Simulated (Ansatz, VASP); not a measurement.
MgS in VASP and in Ansatz

```
CELL_PARAMETERS angstrom
0.00000 2.65268 2.65268
2.65268 0.00000 2.65268
2.65268 2.65268 0.00000
ATOMIC_POSITIONS crystal
Mg 0.00000 0.00000 0.00000
S 0.50000 0.50000 0.50000
```

Change from the starting cell: volume scaled by 1.06.

Alike in both runs: task single point; functional LDA; k mesh 8 × 8 × 8; occupations fermi-dirac, width 0.01 eV; no spin polarisation.

|  | VASP | Ansatz |
| --- | --- | --- |
| version | VASP 6.6.1 | Ansatz 0.2.0 |
| potentials or method | VASP PAW LDA potentials, release 64 (Mg, S), cutoff 520 eV | all-electron LAPW, scalar-relativistic |

|  | VASP | Ansatz | Ansatz less VASP |
| --- | --- | --- | --- |
| gap on the k mesh at the Fermi level (eV) | 2.43 | 2.44 | +0.007 |
| pressure (GPa) | -7.4 | -6.8 | +0.55 |

LDA's correlation is that of Perdew and Zunger in VASP and of Perdew and Wang (1992) in Ansatz. Ansatz ran all-electron here, and VASP with PAW potentials.
